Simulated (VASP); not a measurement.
A run of VASP 6.6.1:

INCAR

```
SYSTEM = ZrB2
  ALGO = Normal
  EDIFF = 1E-6
  ENCUT = 520
  GGA = CA
  ISIF = 2
  ISMEAR = 0
  LASPH = .TRUE.
  LCHARG = .FALSE.
  LREAL = .FALSE.
  LWAVE = .FALSE.
  NBANDS = 16
  NELM = 80
  PREC = Accurate
  SIGMA = 0.15
```

KPOINTS

```
k-points
0
G
  15 15 12
  0 0 0
```

Contents of POSCAR:

```
ZrB2
1.0
    3.2265000000      0.0000000000      0.0000000000
   -1.6132500000      2.7942309653      0.0000000000
    0.0000000000      0.0000000000      3.3145000000
Zr B
1 2
Direct
    0.0000000000      0.0000000000      0.0000000000
    0.3333333333      0.6666666667      0.5000000000
    0.6666666667      0.3333333333      0.5000000000
```

Potentials or basis: VASP PAW LDA potentials, release 64 (Zr_sv, B).

Launch:

```sh
$ cat potpaw_LDA.64/Zr_sv/POTCAR potpaw_LDA.64/B/POTCAR > POTCAR
$ mpirun -np 1 vasp_std > vasp.out
```

Hardware: 1 thread of Intel Xeon 8259CL, with other jobs on the host.

Estimate the wall time of this run.

Run time: 73 s on 1 thread of Intel Xeon 8259CL (shared host), peak memory 0.2 GiB. Counts: scf iterations 12, k points 189.
